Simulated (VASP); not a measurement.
Wanted: the native input for a VASP 6.6.1 run.

| Quantity | Value |
| --- | --- |
| Task | single point |
| Functional | PBE |
| Potentials or basis | VASP PAW PBE potentials, release 64 (Hf_pv, O) |
| Cutoff | 520 eV |
| k mesh | 8 × 8 × 8 |
| Occupations | gaussian, width 0.05 eV |
| Spin | no spin polarisation |
| Dipole correction | no |
| Further INCAR settings | ALGO = Normal; EDIFF = 1e-07; NBANDS = 18 |

The structure of HfO2 lies in POSCAR:

```
HfO2
1.0
    0.0000000000      2.4850856172      2.4213654731
    2.4850856172      0.0000000000      2.4213654731
    2.4850856172      2.4850856172      0.0000000000
Hf O
1 2
Direct
    0.0000000000      0.0000000000      0.0000000000
    0.2500000000      0.2500000000      0.2500000000
    0.7500000000      0.7500000000      0.7500000000
```

This cell differs from its parent crystal: strain -0.025 along x and y, -0.050 along z.

One way to write it, as run:

INCAR

```
SYSTEM = HfO2
ALGO     = Normal         ! electronic algorithm
EDIFF    = 1E-7           ! SCF threshold, eV
ENCUT    = 520            ! plane-wave cutoff, eV
GGA      = PE             ! functional
ISIF     = 2              ! what is computed and relaxed
ISMEAR   = 0              ! smearing method
LASPH    = .True.         ! aspherical terms in the spheres
LCHARG   = .False.        ! write CHGCAR
LREAL    = .False.        ! projectors in reciprocal space
LWAVE    = .False.        ! write WAVECAR
NBANDS   = 18             ! bands
NELM     = 60             ! most SCF steps
PREC     = Accurate       ! precision mode
SIGMA    = 0.05           ! smearing width, eV
```

KPOINTS

```
k-points
0
Gamma
  8 8 8
  0 0 0
```

Potentials or basis: VASP PAW PBE potentials, release 64 (Hf_pv, O).

Run with:

```console
$ cat potpaw_PBE.64/Hf_pv/POTCAR potpaw_PBE.64/O/POTCAR > POTCAR
$ mpirun -np 1 vasp_std > vasp.out
```

It gave:

* Pressure: 26.5 GPa
* Band gap on the k mesh: 3.70 eV, indirect (least direct gap 3.81 eV)

Caveat: the cell differs from its parent crystal (strain -0.025 along x and y, -0.050 along z); spin-orbit coupling is left out, which moves the levels of the heavy elements.

Wall time 26 s on 1 thread of AMD EPYC 9R45 96-Core Processor (Zen 5), on a shared host, peak memory 0.15 GiB.
